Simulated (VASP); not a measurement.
# GaF (Pm-3m) in VASP: single point with PBE0

Aim: the single point of GaF with PBE0.

All numbers are computed with VASP 6.6.1; they aren't measurements. Logs are shortened: lines on timing, memory, paths and dates and some standing lists are left out, and cuts for length are marked.

## 1. The cell of the first run

It takes space group Pm-3m (No. 221, cubic). The conventional cell has a = 3.166 Å, b = 3.166 Å, c = 3.166 Å, α = 90.00°, β = 90.00°, γ = 90.00°. Within 3.6 Å of Ga (site symmetry m-3m) lie 8 F at 2.74 Å and 6 Ga at 3.17 Å. Within 3.6 Å of F (site symmetry m-3m) lie 8 Ga at 2.74 Å and 6 F at 3.17 Å.

## 2. Single point, PBE0, non-collinear spin, zero start, spin-orbit coupling

POSCAR reads:

```
GaF
1.0
    3.1659200000      0.0000000000      0.0000000000
    0.0000000000      3.1659200000      0.0000000000
    0.0000000000      0.0000000000      3.1659200000
Ga F
1 1
Direct
    0.0000000000      0.0000000000      0.0000000000
    0.5000000000      0.5000000000      0.5000000000
```

INCAR.step1 reads:

```
SYSTEM = GaF
PREC = Accurate
ENCUT = 520
EDIFF = 1E-5
ISMEAR = -1
SIGMA = 0.05
LREAL = .False.
LASPH = .True.
NELM = 150
ALGO = Normal
ISIF = 2
LWAVE = .True.
MAGMOM = 0 0 0 0 0 0
LORBIT = 11
LSORBIT = .True.
GGA_COMPAT = .False.
LORBMOM = .True.
GGA = PE
NBANDS = 32
```

INCAR.step2 reads:

```
SYSTEM = GaF
PREC = Accurate
ENCUT = 520
EDIFF = 1E-7
ISMEAR = -1
SIGMA = 0.05
LREAL = .False.
LASPH = .True.
NELM = 150
ALGO = Normal
ISIF = 2
LWAVE = .False.
LCHARG = .True.
MAGMOM = 0 0 0 0 0 0
LORBIT = 11
LSORBIT = .True.
GGA_COMPAT = .False.
LORBMOM = .True.
GGA = PE
LHFCALC = .True.
AEXX = 0.25
PRECFOCK = Normal
LVHAR = .True.
ISTART = 1
NBANDS = 32
```

KPOINTS reads:

```
regular mesh
0
Gamma
  4 4 4
  0 0 0
```

Potentials or basis: VASP PAW PBE potentials, release 64 (Ga_d, F).

The run is started by

```bash
$ cat potpaw_PBE.64/Ga_d/POTCAR potpaw_PBE.64/F/POTCAR > POTCAR
$ cp INCAR.step1 INCAR
$ mpirun -np 1 vasp_ncl > vasp.out
$ cp INCAR.step2 INCAR
$ mpirun -np 1 vasp_ncl > vasp.out
```

OUTCAR:

```text
SYSTEM = GaF
   PREC = Accurate
   ENCUT = 520
   EDIFF = 1E-7
   ISMEAR = -1
   LREAL = .False.
   LASPH = .True.
   NELM = 150
   ISIF = 2
   LORBIT = 11
   LSORBIT = .True.
   GGA = PE
   LHFCALC = .True.
   AEXX = 0.25
   PRECFOCK = Normal
   ISTART = 1

 ion  position               nearest neighbor table
   1  0.000  0.000  0.000-
   2  0.500  0.500  0.500-

  LATTYP: Found a simple cubic cell.
 ALAT       =     3.1659200000

  Lattice vectors:

 A1 = (   3.1659200000,   0.0000000000,   0.0000000000)
 A2 = (   0.0000000000,   3.1659200000,   0.0000000000)
 A3 = (   0.0000000000,   0.0000000000,   3.1659200000)

Analysis of symmetry for initial positions (statically):
=====================================================================
 Subroutine PRICEL returns:
 Original cell was already a primitive cell.

 Routine SETGRP: Setting up the symmetry group for a
 simple cubic supercell.

 Subroutine GETGRP returns: Found 48 space group operations
 (whereof 48 operations were pure point group operations)
 out of a pool of 48 trial point group operations.

The static configuration has the point symmetry O_h .

Analysis of symmetry for dynamics (positions and initial velocities):
=====================================================================
 Subroutine PRICEL returns:
 Original cell was already a primitive cell.

 Routine SETGRP: Setting up the symmetry group for a
 simple cubic supercell.

 Subroutine GETGRP returns: Found 48 space group operations
 (whereof 48 operations were pure point group operations)
 out of a pool of 48 trial point group operations.

The dynamic configuration has the point symmetry O_h .

Analysis of structural, dynamic, and magnetic symmetry:
=====================================================================
 Subroutine PRICEL returns:
 Original cell was already a primitive cell.

 Routine SETGRP: Setting up the symmetry group for a
 simple cubic supercell.

 Subroutine GETGRP returns: Found 48 space group operations
 (whereof 48 operations were pure point group operations)
 out of a pool of 48 trial point group operations.

The overall configuration has the point symmetry O_h .

 Subroutine INISYM returns: Found 48 space group operations
 (whereof 48 operations are pure point group operations),
 and found     1 'primitive' translations

----------------------------------------------------------------------------------------

                                     Primitive cell

  volume of cell :      31.7322

  direct lattice vectors                    reciprocal lattice vectors
     3.165920000  0.000000000  0.000000000     0.315863951  0.000000000  0.000000000
     0.000000000  3.165920000  0.000000000     0.000000000  0.315863951  0.000000000
     0.000000000  0.000000000  3.165920000     0.000000000  0.000000000  0.315863951

  length of vectors
     3.165920000  3.165920000  3.165920000     0.315863951  0.315863951  0.315863951

  position of ions in fractional coordinates (direct lattice)
     0.000000000  0.000000000  0.000000000
     0.500000000  0.500000000  0.500000000

  ion indices of the primitive-cell ions
   primitive index   ion index
                 1           1
                 2           2

----------------------------------------------------------------------------------------

 KPOINTS: regular mesh

Automatic generation of k-mesh.
 Grid dimensions read from file:
 generate k-points for:    4    4    4

 Generating k-lattice:

  Cartesian coordinates                     Fractional coordinates (reciprocal lattice)
     0.078965988  0.000000000  0.000000000     0.250000000  0.000000000  0.000000000
     0.000000000  0.078965988  0.000000000     0.000000000  0.250000000  0.000000000
     0.000000000  0.000000000  0.078965988     0.000000000  0.000000000  0.250000000

[... 84 lines left out ...]
  NGX = 18; NGY = 18; NGZ = 18

 number of electron      19.9999980 magnetization       0.0000000      0.0000000      0.0000000

 number of electron      19.9999980 magnetization      -0.0000000     -0.0000000     -0.0000000

 Free energy of the ion-electron system (eV)
  ---------------------------------------------------
  ext. energy  EPLUGINS =         0.00000000
  ---------------------------------------------------
  free energy    TOTEN  =        -9.84881122 eV

  energy without entropy =       -9.84881119  energy(sigma->0) =       -9.84881121

 E-fermi :   2.7465     XC(G=0):  -7.9092

 val. band max:        2.0362736069   @ k =   0.5000   0.5000   0.5000
 cond. band min:       3.5116379659   @ k =   0.5000   0.0000   0.0000
 fundamental gap:      1.4753643591
 Fermi energy:         2.7464756082

 k-point     1 :       0.0000    0.0000    0.0000
  band No.  band energies     occupation
      1     -23.0943      1.00000
      2     -23.0943      1.00000
      3     -15.3177      1.00000
      4     -15.3177      1.00000
      5     -15.3177      1.00000
      6     -15.3177      1.00000
[... 339 lines left out ...]
     31      15.7087      0.00000
     32      15.7087      0.00000

------------------------ aborting loop because EDIFF is reached ----------------------------------------

  FORCE on cell =-STRESS in cart. coord.  units (eV):
  Direction    XX          YY          ZZ          XY          YZ          ZX
  --------------------------------------------------------------------------------------
  -------------------------------------------------------------------------------------
  Total       -0.0313464     -0.0313464     -0.0313464      0.0000000     -0.0000000      0.0000000
  in kB       -1.5827006     -1.5827006     -1.5827006      0.0000000     -0.0000000      0.0000000
  external PRESSURE =      -1.5827006 kB  Pullay stress =       0.0000000 kB

 VOLUME and BASIS-vectors are now :
 -----------------------------------------------------------------------------
  energy-cutoff  :      520.00
  volume of cell :       31.73
      direct lattice vectors                 reciprocal lattice vectors
     3.165920000  0.000000000  0.000000000     0.315863951  0.000000000  0.000000000
     0.000000000  3.165920000  0.000000000     0.000000000  0.315863951  0.000000000
     0.000000000  0.000000000  3.165920000     0.000000000  0.000000000  0.315863951

 POSITION                                       TOTAL-FORCE (eV/Angst)
 -----------------------------------------------------------------------------------
      0.00000      0.00000      0.00000         0.000000      0.000000      0.000000
      1.58296      1.58296      1.58296         0.000000      0.000000      0.000000
 -----------------------------------------------------------------------------------
    total drift:                                0.000000      0.000000      0.000000

  FREE ENERGIE OF THE ION-ELECTRON SYSTEM (eV)
  ---------------------------------------------------
  free  energy   TOTEN  =        -9.8488112229 eV

  energy  without entropy=       -9.8488111896  energy(sigma->0) =       -9.84881121

 orbital moment (x)

 # of ion     p       d       tot
 ----------------------------------------
  1        -0.000   0.000  -0.000
  2        -0.000   0.000  -0.000
 ----------------------------------------
           -0.000   0.000  -0.000

 orbital moment (y)

 # of ion     p       d       tot
 ----------------------------------------
  1        -0.000  -0.000  -0.000
  2         0.000   0.000   0.000
 ----------------------------------------
            0.000  -0.000  -0.000

 orbital moment (z)

 # of ion     p       d       tot
 ----------------------------------------
  1        -0.000   0.000   0.000
  2        -0.000   0.000  -0.000
 ----------------------------------------
           -0.000   0.000  -0.000

 Spin-Orbit-Coupling matrix elements

 Ion:    1  E_soc:     -0.0052175
 l=   1
     0.0000000    -0.0001392    -0.0001392
    -0.0001392     0.0000000    -0.0001392
    -0.0001392    -0.0001392     0.0000000
 l=   2
     0.0000000    -0.0001445     0.0000000    -0.0001445    -0.0005858
    -0.0001445     0.0000000    -0.0004394    -0.0001445    -0.0001465
     0.0000000    -0.0004394     0.0000000    -0.0004394     0.0000000
    -0.0001445    -0.0001445    -0.0004394     0.0000000    -0.0001465
    -0.0005858    -0.0001465     0.0000000    -0.0001465     0.0000000
 l=   3
     0.0000000     0.0000000     0.0000000     0.0000000     0.0000000     0.0000000     0.0000000
     0.0000000     0.0000000     0.0000000     0.0000000     0.0000000     0.0000000     0.0000000
     0.0000000     0.0000000     0.0000000     0.0000000     0.0000000     0.0000000     0.0000000
     0.0000000     0.0000000     0.0000000     0.0000000     0.0000000     0.0000000     0.0000000
     0.0000000     0.0000000     0.0000000     0.0000000     0.0000000     0.0000000     0.0000000
     0.0000000     0.0000000     0.0000000     0.0000000     0.0000000     0.0000000     0.0000000
     0.0000000     0.0000000     0.0000000     0.0000000     0.0000000     0.0000000     0.0000000

 Ion:    2  E_soc:     -0.0004325
 l=   1
     0.0000000    -0.0000721    -0.0000721
    -0.0000721     0.0000000    -0.0000721
    -0.0000721    -0.0000721     0.0000000
 l=   2
     0.0000000     0.0000000     0.0000000     0.0000000     0.0000000
     0.0000000     0.0000000     0.0000000     0.0000000     0.0000000
     0.0000000     0.0000000     0.0000000     0.0000000     0.0000000
     0.0000000     0.0000000     0.0000000     0.0000000     0.0000000
     0.0000000     0.0000000     0.0000000     0.0000000     0.0000000
 l=   3
     0.0000000     0.0000000     0.0000000     0.0000000     0.0000000     0.0000000     0.0000000
     0.0000000     0.0000000     0.0000000     0.0000000     0.0000000     0.0000000     0.0000000
     0.0000000     0.0000000     0.0000000     0.0000000     0.0000000     0.0000000     0.0000000
     0.0000000     0.0000000     0.0000000     0.0000000     0.0000000     0.0000000     0.0000000
     0.0000000     0.0000000     0.0000000     0.0000000     0.0000000     0.0000000     0.0000000
     0.0000000     0.0000000     0.0000000     0.0000000     0.0000000     0.0000000     0.0000000
     0.0000000     0.0000000     0.0000000     0.0000000     0.0000000     0.0000000     0.0000000

 total charge

# of ion       s       p       d       tot
------------------------------------------
    1        1.269   0.120   9.949  11.338
    2        1.750   4.324   0.000   6.074
--------------------------------------------------
tot          3.019   4.444   9.949  17.412

 magnetization (x)

# of ion       s       p       d       tot
------------------------------------------
    1        0.000   0.000   0.000   0.000
    2        0.000  -0.000   0.000   0.000
--------------------------------------------------
tot          0.000  -0.000   0.000   0.000

 magnetization (y)

# of ion       s       p       d       tot
------------------------------------------
    1        0.000  -0.000   0.000   0.000
    2        0.000   0.000   0.000   0.000
--------------------------------------------------
tot          0.000   0.000   0.000   0.000

 magnetization (z)

# of ion       s       p       d       tot
------------------------------------------
    1       -0.000   0.000   0.000   0.000
    2        0.000   0.000   0.000   0.000
--------------------------------------------------
tot         -0.000   0.000   0.000   0.000
```

Run time: 46 min. Hardware: 1 thread of Oxide Virtual Turin-like, shared host; peak memory 0.18 GiB.

Results:

| Property | Result |
| --- | --- |
| Free energy | -9.8488 eV |
| Pressure | -0.2 GPa |
| Net moment | 0.00 μB per cell |
| Valence electrons inside the program's atomic spheres | Ga 11.34; F 6.07 |

Moments on the atoms (μB; x, y, z):
```
Ga  0.00 0.00 0.00
F   0.00 0.00 0.00
```

Caveat: the k points lie up to 0.50 Å⁻¹ apart; the PAW data sets were made with another functional, which shifts forces and pressure a little.
